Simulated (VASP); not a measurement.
# Os (P6_3/mmc) in VASP: further runs, part 2 of 2

VASP 6.6.1. Earlier steps stand in the parts before.

**3. Relaxation of cell and atoms, PBEsol**

This run uses another cell than the first one, of 14.06 Å³/atom.

INCAR reads:

```
SYSTEM = Os
PREC = Accurate ; ENCUT = 600
EDIFF = 1E-6 ; ISMEAR = 0
SIGMA = 0.05 ; LREAL = .FALSE.
LASPH = .TRUE. ; NELM = 100
ALGO = Normal ; ISIF = 3
LWAVE = .FALSE. ; LCHARG = .FALSE.
GGA = PS ; IBRION = 2
NSW = 80 ; EDIFFG = -0.01
```

KPOINTS reads:

```
regular mesh
0
G
  18 18 10
  0 0 0
```

POSCAR reads:

```
Os
1.0
    2.7400000000      0.0000000000      0.0000000000
   -1.3700000000      2.3729096064      0.0000000000
    0.0000000000      0.0000000000      4.3264600000
Os
2
Direct
    0.3333333333      0.6666666667      0.7500000000
    0.6666666667      0.3333333333      0.2500000000
```

Potentials or basis: VASP PAW PBE potentials, release 64 (Os).

Command:

```sh
$ cat potpaw_PBE.64/Os/POTCAR > POTCAR
$ mpirun -np 1 vasp_std > vasp.out
```

OUTCAR:

```text
SYSTEM = Os
   PREC = Accurate
   ENCUT = 600
   EDIFF = 1E-6
   ISMEAR = 0
   LREAL = .FALSE.
   LASPH = .TRUE.
   NELM = 100
   ISIF = 3
   GGA = PS
   IBRION = 2
   NSW = 80
   EDIFFG = -0.01

 ion  position               nearest neighbor table
   1  0.333  0.667  0.750-   2 2.68   2 2.68   2 2.68   2 2.68   2 2.68   2 2.68
   2  0.667  0.333  0.250-   1 2.68   1 2.68   1 2.68   1 2.68   1 2.68   1 2.68

  LATTYP: Found a hexagonal cell.
 ALAT       =     2.7400000000
 C/A-ratio  =     1.5790000000

  Lattice vectors:

 A1 = (   2.7400000000,   0.0000000000,   0.0000000000)
 A2 = (  -1.3700000000,   2.3729096064,   0.0000000000)
 A3 = (   0.0000000000,   0.0000000000,   4.3264600000)

Analysis of symmetry for initial positions (statically):
=====================================================================
 Subroutine PRICEL returns:
 Original cell was already a primitive cell.

 Routine SETGRP: Setting up the symmetry group for a
 hexagonal supercell.

 Subroutine GETGRP returns: Found 24 space group operations
 (whereof 12 operations were pure point group operations)
 out of a pool of 24 trial point group operations.

The static configuration has the point symmetry D_3d.
 The point group associated with its full space group is D_6h.

Analysis of symmetry for dynamics (positions and initial velocities):
=====================================================================
 Subroutine PRICEL returns:
 Original cell was already a primitive cell.

 Routine SETGRP: Setting up the symmetry group for a
 hexagonal supercell.

 Subroutine GETGRP returns: Found 24 space group operations
 (whereof 12 operations were pure point group operations)
 out of a pool of 24 trial point group operations.

The dynamic configuration has the point symmetry D_3d.
 The point group associated with its full space group is D_6h.

 Subroutine INISYM returns: Found 24 space group operations
 (whereof 12 operations are pure point group operations),
 and found     1 'primitive' translations

----------------------------------------------------------------------------------------

[... 127 lines left out ...]
  volume of cell :       28.13
 maximum number of plane-waves:       965
 NGX is ok and might be reduce to    24
   NGX = 11   NGY = 11   NGZ = 17

--------------------------------------- Ionic step        1  -------------------------------------------

 number of electron      16.0000001 magnetization

 Free energy of the ion-electron system (eV)
  ---------------------------------------------------
  ext. energy  EPLUGINS =         0.00000000
  ---------------------------------------------------
  free energy    TOTEN  =       -24.47918152 eV

  energy without entropy =      -24.47730682  energy(sigma->0) =      -24.47824417

------------------------ aborting loop because EDIFF is reached ----------------------------------------

  FORCE on cell =-STRESS in cart. coord.  units (eV):
  Direction    XX          YY          ZZ          XY          YZ          ZX
  --------------------------------------------------------------------------------------
  -------------------------------------------------------------------------------------
  Total       -0.8739565     -0.8739565     -0.7431154      0.0000000     -0.0000000      0.0000000
  in kB      -49.7778309    -49.7778309    -42.3255275      0.0000000     -0.0000000      0.0000000
  external PRESSURE =     -47.2937298 kB  Pullay stress =       0.0000000 kB
[... 23 lines left out ...]
--------------------------------------- Ionic step        2  -------------------------------------------

 number of electron      16.0000000 magnetization

 E-fermi :  10.1675     XC(G=0): -14.4707

 val. band max:       10.1623683651   @ k =   0.2222   0.0556   0.3000
 cond. band min:      10.1871323094   @ k =   0.1667   0.1111   0.3000
 fundamental gap:      0.0247639443
 Fermi energy:        10.1674776936

 k-point     1 :       0.0000    0.0000    0.0000
  band No.  band energies     occupation
      1      -1.3361      2.00000
      2       1.7944      2.00000
      3       6.8371      2.00000
      4       6.8371      2.00000
      5       7.0875      2.00000
      6       7.7565      2.00000
      7       7.7565      2.00000
      8       8.5044      2.00000
      9       8.5044      2.00000
     10      10.1518      1.34216
     11      12.0132      0.00000
     12      12.0132      0.00000
[... 524 lines left out ...]
--------------------------------------- Ionic step        7  -------------------------------------------

 number of electron      16.0000001 magnetization

 Free energy of the ion-electron system (eV)
  ---------------------------------------------------
  ext. energy  EPLUGINS =         0.00000000
  ---------------------------------------------------
  free energy    TOTEN  =       -24.48389475 eV

  energy without entropy =      -24.48209640  energy(sigma->0) =      -24.48299558

 E-fermi :   9.3921     XC(G=0): -14.1868

 val. band max:        9.3858181163   @ k =   0.2222   0.0556   0.3000
 cond. band min:       9.4041705921   @ k =   0.4444   0.1111   0.4000
 fundamental gap:      0.0183524758
 Fermi energy:         9.3920792945

 k-point     1 :       0.0000    0.0000    0.0000
  band No.  band energies     occupation
      1      -1.6527      2.00000
      2       1.5130      2.00000
      3       6.3010      2.00000
      4       6.3010      2.00000
      5       6.5449      2.00000
      6       7.1514      2.00000
      7       7.1514      2.00000
      8       7.8293      2.00000
      9       7.8293      2.00000
     10       9.3772      1.32613
     11      11.1046      0.00000
     12      11.1046      0.00000
[... 374 lines left out ...]
  FREE ENERGIE OF THE ION-ELECTRON SYSTEM (eV)
  ---------------------------------------------------
  free  energy   TOTEN  =       -24.4838947541 eV

  energy  without entropy=      -24.4820963980  energy(sigma->0) =      -24.48299558

 reached required accuracy - stopping structural energy minimisation
```

CONTCAR:

```text
Os
   1.00000000000000
     2.7280851443411405   -0.0000000000000000    0.0000000000000000
    -1.3640425721705702    2.3625910387166029   -0.0000000000000000
     0.0000000000000000   -0.0000000000000000    4.3155302716054322
  Os
     2
Direct
     0.3333333332999970    0.6666666667000030    0.7500000000000000
     0.6666666667000030    0.3333333332999970    0.2500000000000000

  0.00000000E+00  0.00000000E+00  0.00000000E+00
  0.00000000E+00  0.00000000E+00  0.00000000E+00
```

Run time: 2.4 min. Hardware: 1 thread of AMD EPYC 9R14 (Zen 4), shared host; peak memory 0.2 GiB.

What came out:

```
Free energy                           : -24.4839 eV
Relaxed volume                        : 13.91 Å³/atom
Relaxed cell                          : a = 2.728 Å, b = 2.728 Å, c = 4.316 Å, α = 90.00°, β = 90.00°, γ = 120.00°
Space group after relaxing (to 0.1 Å) : P6_3/mmc (No. 194)
Energy gained by relaxing             : 2.4 meV/atom
Ionic steps                           : 7
Pressure after relaxing               : 0.1 GPa
Band gap on the k mesh                : zero (bands 8 and 9 overlap by 3.99 eV)
```

Step by step:
| step | energy change (eV) | largest force (eV/Å) | pressure (GPa) | volume (Å³) |
| --- | --- | --- | --- | --- |
| 1 | 0.0000 | 0.0000 | -4.73 | 28.13 |
| 2 | 0.0946 | 0.0000 | 24.82 | 26.47 |
| 3 | -0.0047 | 0.0000 | -0.08 | 27.83 |
| 4 | -0.0047 | 0.0000 | 0.01 | 27.82 |
| 5 | -0.0047 | 0.0000 | 0.11 | 27.82 |
| 6 | -0.0046 | 0.0000 | 0.07 | 27.81 |
| 7 | -0.0047 | 0.0000 | 0.09 | 27.82 |

Final structure:
```
CELL_PARAMETERS angstrom
2.72809 0.00000 0.00000
-1.36404 2.36259 0.00000
0.00000 0.00000 4.31553
ATOMIC_POSITIONS crystal
Os 0.33333 0.66667 0.75000
Os 0.66667 0.33333 0.25000
```

Levels at points of the mesh, in eV from the Fermi level:
```tsv
k point	band 4	band 5	band 6	band 7	band 8	band 9	band 10	band 11	band 12
(0.00, 0.00, 0.00)	-3.09	-2.85	-2.24	-2.24	-1.56	-1.56	-0.01	1.71	1.71
(0.50, 0.00, 0.00)	-3.58	-2.95	-2.61	-1.91	2.08	2.64	2.76	4.46	5.76
(0.00, 0.00, 0.50)	-3.62	-3.28	-3.28	-3.28	-3.28	0.91	0.91	0.91	0.91
(0.50, 0.00, 0.50)	-5.40	-1.21	-1.21	-0.18	-0.18	2.42	2.42	3.33	3.33
```

Caveat: the PAW data sets were made with another functional, which shifts forces and pressure a little; spin-orbit coupling is left out, which moves the levels of the heavy elements.
